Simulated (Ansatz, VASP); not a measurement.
# Two plane-wave programs on Nb4H

```
CELL_PARAMETERS angstrom
2.92702 0.00000 0.00000
0.00000 4.13943 0.00000
0.00000 0.00000 21.25767
ATOMIC_POSITIONS crystal
Nb 0.50000 0.50000 0.18817
Nb 0.00000 0.00000 0.25701
Nb 0.50000 0.50000 0.33064
Nb 0.00000 0.00000 0.38846
H 0.00000 0.50000 0.53005
```

Alike in both runs: task single point; functional LDA; k mesh 9 × 7 × 1; occupations gaussian, width 0.1 eV; no spin polarisation.

|  | VASP | Ansatz |
| --- | --- | --- |
| version | VASP 6.6.1 | Ansatz 0.2.0 |
| potentials or method | VASP PAW LDA potentials, release 64 (Nb_sv, H), cutoff 520 eV | scalar-relativistic, plane waves, PAW |
| valence electrons in the cell | 53 | 53 |

VASP gave:

```
gap on the k mesh at the Fermi level (eV)  : none
rms of the force components (eV/Å)         : 0.569
work function, face that differs most (eV) : 3.85
```

Which values does Ansatz return?

gap on the k mesh at the Fermi level (eV): none; rms of the force components (eV/Å): 0.568; work function, face that differs most (eV): 3.84.

LDA's correlation is that of Perdew and Zunger in VASP and of Perdew and Wang (1992) in Ansatz. Atom by atom the forces differ by 0.001 eV/Å (rms over components). A gap of «none» marks a metal or a gap that the smearing closes.
